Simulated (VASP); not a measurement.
# CdTe (F-43m) in VASP: vibrations by perturbation theory with PBE

Aim: the vibrations by perturbation theory of CdTe with PBE.

Everything below comes from runs of VASP 6.6.1. Logs are shortened: lines on timing, memory, paths and dates and some standing lists are left out, and cuts for length are marked.

### 1 The cell of the first run

It takes space group F-43m (No. 216, cubic). The conventional cell has a = 6.410 Å, b = 6.410 Å, c = 6.410 Å, α = 90.00°, β = 90.00°, γ = 90.00°. Cd (site symmetry -43m) has 4 Te at 2.78 Å within 3.7 Å. Within 3.7 Å of Te (site symmetry -43m) lie 4 Cd at 2.78 Å.

### 2 Vibrations by perturbation theory, PBE

File INCAR:

```
PREC = Accurate
ENCUT = 520
EDIFF = 1E-8
ISMEAR = 0
SIGMA = 0.05
LREAL = False
LASPH = True
NELM = 80
ALGO = Normal
ISIF = 2
LWAVE = False
LCHARG = False
GGA = PE
IBRION = 8
NSW = 1
```

File KPOINTS:

```
regular mesh
0
Gamma
  8 8 8
```

File POSCAR:

```
CdTe
1.0
    0.0000000000      3.2050000000      3.2050000000
    3.2050000000      0.0000000000      3.2050000000
    3.2050000000      3.2050000000      0.0000000000
Cd Te
1 1
Direct
    0.0000000000      0.0000000000      0.0000000000
    0.7500000000      0.7500000000      0.7500000000
```

Potentials or basis: VASP PAW PBE potentials, release 64 (Cd, Te).

Command:

```bash
$ cat potpaw_PBE.64/Cd/POTCAR potpaw_PBE.64/Te/POTCAR > POTCAR
$ mpirun -np 1 vasp_std > vasp.out
```

OUTCAR:

```text
PREC = Accurate
   ENCUT = 520
   EDIFF = 1E-8
   ISMEAR = 0
   LREAL = False
   LASPH = True
   NELM = 80
   ISIF = 2
   GGA = PE
   IBRION = 8
   NSW = 1

 ion  position               nearest neighbor table
   1  0.000  0.000  0.000-   2 2.78   2 2.78   2 2.78   2 2.78
   2  0.750  0.750  0.750-   1 2.78   1 2.78   1 2.78   1 2.78

  LATTYP: Found a face centered cubic cell.
 ALAT       =     6.4100000000

  Lattice vectors:

 A1 = (   0.0000000000,   3.2050000000,   3.2050000000)
 A2 = (   3.2050000000,   0.0000000000,   3.2050000000)
 A3 = (   3.2050000000,   3.2050000000,   0.0000000000)

Analysis of symmetry for initial positions (statically):
=====================================================================
 Subroutine PRICEL returns:
 Original cell was already a primitive cell.

 Routine SETGRP: Setting up the symmetry group for a
 face centered cubic supercell.

 Subroutine GETGRP returns: Found 24 space group operations
 (whereof 24 operations were pure point group operations)
 out of a pool of 48 trial point group operations.

The static configuration has the point symmetry T_d .

Analysis of symmetry for dynamics (positions and initial velocities):
=====================================================================
 Subroutine PRICEL returns:
 Original cell was already a primitive cell.

 Routine SETGRP: Setting up the symmetry group for a
 face centered cubic supercell.

 Subroutine GETGRP returns: Found 24 space group operations
 (whereof 24 operations were pure point group operations)
 out of a pool of 48 trial point group operations.

The dynamic configuration has the point symmetry T_d .

 Subroutine INISYM returns: Found 24 space group operations
 (whereof 24 operations are pure point group operations),
 and found     1 'primitive' translations

----------------------------------------------------------------------------------------

                                     Primitive cell

  volume of cell :      65.8437

  direct lattice vectors                    reciprocal lattice vectors
     0.000000000  3.205000000  3.205000000    -0.156006240  0.156006240  0.156006240
     3.205000000  0.000000000  3.205000000     0.156006240 -0.156006240  0.156006240
     3.205000000  3.205000000  0.000000000     0.156006240  0.156006240 -0.156006240

  length of vectors
     4.532554467  4.532554467  4.532554467     0.270210734  0.270210734  0.270210734

  position of ions in fractional coordinates (direct lattice)
     0.000000000  0.000000000  0.000000000
     0.750000000  0.750000000  0.750000000

  ion indices of the primitive-cell ions
   primitive index   ion index
                 1           1
                 2           2

----------------------------------------------------------------------------------------

 KPOINTS: regular mesh

Automatic generation of k-mesh.
 Grid dimensions read from file:
 generate k-points for:    8    8    8

 Generating k-lattice:

  Cartesian coordinates                     Fractional coordinates (reciprocal lattice)
    -0.019500780  0.019500780  0.019500780     0.125000000  0.000000000  0.000000000
     0.019500780 -0.019500780  0.019500780     0.000000000  0.125000000  0.000000000
     0.019500780  0.019500780 -0.019500780     0.000000000  0.000000000  0.125000000

  Length of vectors
     0.033776342  0.033776342  0.033776342

  Shift w.r.t. Gamma in fractional coordinates (k-lattice)
     0.000000000  0.000000000  0.000000000

 Subroutine IBZKPT returns following result:
[... 85 lines left out ...]
 NGX is ok and might be reduce to    36
   NGX = 17   NGY = 17   NGZ = 17

--------------------------------------- Ionic step        1  -------------------------------------------

 number of electron      17.9999995 magnetization

 Free energy of the ion-electron system (eV)
  ---------------------------------------------------
  ext. energy  EPLUGINS =         0.00000000
  ---------------------------------------------------
  free energy    TOTEN  =        -4.72671776 eV

  energy without entropy =       -4.72671776  energy(sigma->0) =       -4.72671776

 E-fermi :   2.9107     XC(G=0):  -8.7319

 val. band max:        2.6545899855   @ k =   0.0000   0.0000   0.0000
 cond. band min:       3.5280530237   @ k =   0.0000   0.0000   0.0000
 fundamental gap:      0.8734630382
 Fermi energy:         2.9106627784

 k-point     1 :       0.0000    0.0000    0.0000
  band No.  band energies     occupation
      1      -8.7140      2.00000
      2      -5.7522      2.00000
      3      -5.7522      2.00000
      4      -5.7522      2.00000
      5      -5.4663      2.00000
      6      -5.4663      2.00000
      7       2.6546      2.00000
      8       2.6546      2.00000
      9       2.6546      2.00000
     10       3.5281      0.00000
     11       7.2316      0.00000
     12       7.2316      0.00000
     13       7.2316      0.00000
[... 354 lines left out ...]
  band No.  band energies     occupation
      1      -8.2218      2.00000
      2      -5.6554      2.00000
      3      -5.6415      2.00000
      4      -5.4841      2.00000
      5      -5.4607      2.00000
      6      -4.9825      2.00000
      7      -1.7571      2.00000
      8       0.4734      2.00000
      9       1.3055      2.00000
     10       5.9631      0.00000
     11       7.2167      0.00000
     12       8.6850      0.00000
     13       9.9289      0.00000

 [... further k-points ...]

------------------------ aborting loop because EDIFF is reached ----------------------------------------

  FORCE on cell =-STRESS in cart. coord.  units (eV):
  Direction    XX          YY          ZZ          XY          YZ          ZX
  --------------------------------------------------------------------------------------
  -------------------------------------------------------------------------------------
  Total        1.8052366      1.8052366      1.8052366     -0.0000000     -0.0000000     -0.0000000
  in kB       43.9269066     43.9269066     43.9269066     -0.0000000     -0.0000000     -0.0000000
  external PRESSURE =      43.9269066 kB  Pullay stress =       0.0000000 kB

 VOLUME and BASIS-vectors are now :
 -----------------------------------------------------------------------------
  energy-cutoff  :      520.00
  volume of cell :       65.84
      direct lattice vectors                 reciprocal lattice vectors
     0.000000000  3.205000000  3.205000000    -0.156006240  0.156006240  0.156006240
     3.205000000  0.000000000  3.205000000     0.156006240 -0.156006240  0.156006240
     3.205000000  3.205000000  0.000000000     0.156006240  0.156006240 -0.156006240

 POSITION                                       TOTAL-FORCE (eV/Angst)
 -----------------------------------------------------------------------------------
      0.00000      0.00000      0.00000        -0.000000     -0.000000     -0.000000
      4.80750      4.80750      4.80750         0.000000      0.000000      0.000000
 -----------------------------------------------------------------------------------
    total drift:                                0.000000      0.000000      0.000000

  FREE ENERGIE OF THE ION-ELECTRON SYSTEM (eV)
  ---------------------------------------------------
  free  energy   TOTEN  =        -4.7267177629 eV

  energy  without entropy=       -4.7267177629  energy(sigma->0) =       -4.72671776

[... ionic steps 2 to 3 ...]

--------------------------------------- Ionic step        4  -------------------------------------------

------------------------ aborting loop because EDIFF is reached ----------------------------------------

[... ionic steps 5 to 6 ...]

--------------------------------------- Ionic step        7  -------------------------------------------

 Free energy of the ion-electron system (eV)
  ---------------------------------------------------
  ---------------------------------------------------
  free energy    TOTEN  =        -0.04881798 eV

  energy without entropy =       -0.04881798

------------------------ aborting loop because EDIFF is reached ----------------------------------------

 INTERNAL STRAIN TENSOR  FOR ION    2  DIRECTION 1   (eV/Angst):
 -----------------------------------------------------------------------------
    -0.00686  0.00000  0.00000
     0.00000  0.00602  7.67085
     0.00000  7.67085  0.00602

 INTERNAL STRAIN TENSOR FOR ION    2 for displacements in x,y,z  (eV/Angst):
          X           Y           Z          XY          YZ          ZX
  --------------------------------------------------------------------------------
  x     0.00000     0.00000     0.00000     0.00000     7.67085     0.00000
  y     0.00000     0.00000     0.00000     0.00000     0.00000     7.67085
  z     0.00000     0.00000     0.00000     7.67085     0.00000     0.00000

 SECOND DERIVATIVES (NOT SYMMETRIZED)
 ------------------------------------
               1X          1Y          1Z          2X          2Y          2Z
  1X    -5.288477    0.000000    0.000000    5.288477    0.000000    0.000000
  1Y     0.000000   -5.288477    0.000000    0.000000    5.288477    0.000000
  1Z     0.000000    0.000000   -5.288477    0.000000    0.000000    5.288477
  2X     5.309120    0.000000    0.000000   -5.309120    0.000000    0.000000
  2Y     0.000000    5.309120    0.000000    0.000000   -5.309120    0.000000
  2Z     0.000000    0.000000    5.309120    0.000000    0.000000   -5.309120

 Eigenvectors and eigenvalues of the dynamical matrix
 ----------------------------------------------------

   1 f  =    4.654775 THz    29.246814 2PiTHz  155.266580 cm-1    19.250594 meV
             X         Y         Z           dx          dy          dz
      0.000000  0.000000  0.000000     0.728472    0.000000    0.000000
      4.807500  4.807500  4.807500    -0.685075    0.000000    0.000000
[... 21 lines left out ...]
   6 f/i=    0.004525 THz     0.028431 2PiTHz    0.150938 cm-1     0.018714 meV
             X         Y         Z           dx          dy          dz
      0.000000  0.000000  0.000000    -0.269222    0.449177    0.441687
      4.807500  4.807500  4.807500    -0.286276    0.477631    0.469666

--------------------------------------------------------------------------------------------------------

 ELASTIC MODULI CONTR FROM IONIC RELAXATION (kBar)
 Direction    XX          YY          ZZ          XY          YZ          ZX
 --------------------------------------------------------------------------------
 XX          -0.0000     -0.0000     -0.0000     -0.0000      0.0000     -0.0000
 YY          -0.0000     -0.0000     -0.0000     -0.0000     -0.0000      0.0000
 ZZ          -0.0000     -0.0000     -0.0000      0.0000     -0.0000     -0.0000
 XY          -0.0000     -0.0000      0.0000   -278.8673      0.0000      0.0000
 YZ           0.0000     -0.0000     -0.0000      0.0000   -278.8673      0.0000
 ZX          -0.0000      0.0000     -0.0000      0.0000      0.0000   -278.8673
 --------------------------------------------------------------------------------
```

Run time: 8.7 min. Hardware: 1 thread of Intel Xeon 8259CL, shared host; peak memory 0.39 GiB.

What came out:

```
Highest phonon frequency at Γ, LO-TO splitting left out : 155 cm⁻¹
```

Phonon frequencies in cm⁻¹ (negative: imaginary):
```
              q point        frequencies
(0.000, 0.000, 0.000)  0 0 0 155 155 155
```

Caveat: the cell stands under pressure or tension, which shifts response properties; spin-orbit coupling is left out, which moves the levels of the heavy elements.
